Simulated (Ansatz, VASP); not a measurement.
## One calculation of Cu3B, two programs

```
CELL_PARAMETERS angstrom
3.91643 0.00000 0.00000
0.00000 3.91643 0.00000
0.00000 0.00000 3.91643
ATOMIC_POSITIONS crystal
Cu 0.50000 0.00000 0.00000
Cu 0.00000 0.50000 0.00000
Cu 0.00000 0.00000 0.50000
B 0.00000 0.00000 0.00000
```

Alike in both runs: functional PBE; k mesh 5 × 5 × 5; occupations gaussian, width 0.2 eV; no spin polarisation.

Ansatz relaxed the structure, and its values are those at the end. VASP's run is a single point on that final structure, the one shown.

```csv
,VASP,Ansatz
version,VASP 6.6.1,Ansatz 0.2.0
potentials or method,"VASP PAW PBE potentials, release 64 (Cu, B), cutoff 600 eV","scalar-relativistic, plane waves, PAW"
valence electrons in the cell,36,60
```

|  | VASP | Ansatz | Ansatz less VASP |
| --- | --- | --- | --- |
| gap on the k mesh at the Fermi level (eV) | none | none | - |
| pressure (GPa) | 1.0 | 0.6 | -0.38 |

A gap of «none» marks a metal or a gap that the smearing closes. The functional is the same, so the differences come from potentials, cutoffs and numerics. VASP's potentials hold 36 valence electrons a cell and Ansatz's 60, so a difference there can come from the potentials and not from the codes.
